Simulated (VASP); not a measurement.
Set up this calculation in VASP 6.6.1, as the native input.

```
Task                   : single point
Functional             : LDA
Potentials or basis    : VASP PAW LDA potentials, release 64 (Ta_pv, N)
Cutoff                 : 600 eV
k mesh                 : 16 × 16 × 16
Occupations            : gaussian, width 0.1 eV
Spin                   : no spin polarisation
Hubbard terms          : Ta d U = 8.0 eV
Dipole correction      : no
Further INCAR settings : ALGO = Normal; EDIFF = 1e-06; NBANDS = 15
```

The structure of TaN lies in POSCAR:

```
TaN
1.0
    0.0000000000      2.1742390259      2.1742390259
    2.1742390259      0.0000000000      2.1742390259
    2.1742390259      2.1742390259      0.0000000000
Ta N
1 1
Direct
    0.5000000000      0.5000000000      0.5000000000
    0.0000000000      0.0000000000      0.0000000000
```

These files were run (other wordings do the same):

INCAR

```
SYSTEM = TaN
  ALGO = Normal
  EDIFF = 1E-6
  ENCUT = 600
  GGA_COMPAT = .FALSE.
  ISIF = 2
  ISMEAR = 0
  LASPH = .TRUE.
  LCHARG = .FALSE.
  LDAU = .TRUE.
  LDAUJ = 0 0
  LDAUL = 2 -1
  LDAUPRINT = 1
  LDAUTYPE = 2
  LDAUU = 8 0
  LMAXMIX = 4
  LREAL = .FALSE.
  LWAVE = .FALSE.
  NBANDS = 15
  NELM = 200
  PREC = Accurate
  SIGMA = 0.1
```

KPOINTS

```
k-points
0
G
  16 16 16
  0 0 0
```

Potentials or basis: VASP PAW LDA potentials, release 64 (Ta_pv, N).

Run with:

```bash
$ cat potpaw_LDA.64/Ta_pv/POTCAR potpaw_LDA.64/N/POTCAR > POTCAR
$ mpirun -np 1 vasp_std > vasp.out
```

It gave:

```
Pressure               : 29.6 GPa
Band gap on the k mesh : zero (bands 8 and 9 overlap by 4.17 eV)
```

Caveat: the cell stands under pressure; spin-orbit coupling is left out, which moves the levels of the heavy elements; U without spin polarisation on a metal has little footing.

It took 47 s on 1 thread of Intel(R) Xeon(R) Platinum 8488C (Sapphire Rapids), with other jobs on the host, peak memory 0.19 GiB.
